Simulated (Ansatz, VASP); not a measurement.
# Two plane-wave programs on Rb

```
Rb
1.0
     2.78209   -8.56628    0.00000
     2.78209    8.56628    0.00000
     0.00000    0.00000    7.99304
Rb
4
Direct
  0.13576 0.86424 0.00328
  0.63576 0.36424 0.49672
  0.86424 0.13576 0.99672
  0.36424 0.63576 0.50328
```

Alike in both runs: task relaxation of cell and atoms; functional PBE; k mesh 10 × 10 × 6; occupations gaussian, width 0.1 eV; no spin polarisation.

|  | VASP | Ansatz |
| --- | --- | --- |
| version | VASP 6.6.1 | Ansatz 0.2.0 |
| potentials or method | VASP PAW PBE potentials, release 64 (Rb_sv), cutoff 500 eV | scalar-relativistic, plane waves, PAW |
| valence electrons in the cell | 36 | 36 |

VASP gave:

| Item | Value |
| --- | --- |
| gap on the k mesh at the Fermi level, each at its own relaxed structure (eV) | none |
| relaxed volume (Å³/atom) | 93.71 |
| relaxed cell length with the largest relative difference (Å) | 9.138 |

**Question.** Which values does Ansatz return?

**Answer.** gap on the k mesh at the Fermi level, each at its own relaxed structure (eV): none; relaxed volume (Å³/atom): 93.47; relaxed cell length with the largest relative difference (Å): 9.150.

A gap of «none» marks a metal or a gap that the smearing closes.
